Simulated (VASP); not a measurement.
Set up this calculation in VASP 6.6.1, as the native input.

| Property | Result |
| --- | --- |
| Task | single point |
| Functional | PBE |
| Potentials or basis | VASP PAW PBE potentials, release 64 (Ge_d) |
| Cutoff | 520 eV |
| k mesh | 24 × 24 × 20 |
| Occupations | gaussian, width 0.1 eV |
| Spin | no spin polarisation |
| Dipole correction | no |
| Further INCAR settings | ALGO = Normal; EDIFF = 1e-06; NBANDS = 13 |

The structure of Ge lies in POSCAR:

```
Ge
1.0
    2.8789841288      0.0000000000      0.0000000000
   -1.4394920644      2.4932733927      0.0000000000
    0.0000000000      0.0000000000      2.6932830536
Ge
1
Direct
    0.0000000000      0.0000000000      0.5000000000
```

One way to write it, as run:

INCAR

```
SYSTEM = Ge
  PREC = Accurate
  ENCUT = 520
  EDIFF = 1E-6
  ISMEAR = 0
  SIGMA = 0.1
  LREAL = .FALSE.
  LASPH = .TRUE.
  NELM = 100
  ALGO = Normal
  ISIF = 2
  LWAVE = .FALSE.
  LCHARG = .FALSE.
  GGA = PE
  NBANDS = 13
```

KPOINTS

```
Automatic mesh
0
G
  24 24 20
  0 0 0
```

Potentials or basis: VASP PAW PBE potentials, release 64 (Ge_d).

Command:

```console
$ cat potpaw_PBE.64/Ge_d/POTCAR > POTCAR
$ mpirun -np 1 vasp_std > vasp.out
```

Results of the run:

| Property | Result |
| --- | --- |
| Pressure | -0.2 GPa |
| Band gap on the k mesh | zero (band 7 reaches 13.12 eV, above the bottom of band 8 at 3.02 eV) |

Run time: 41 s on 1 thread of Intel(R) Xeon(R) Platinum 8488C (Sapphire Rapids), with other jobs on the host, peak memory 0.26 GiB.
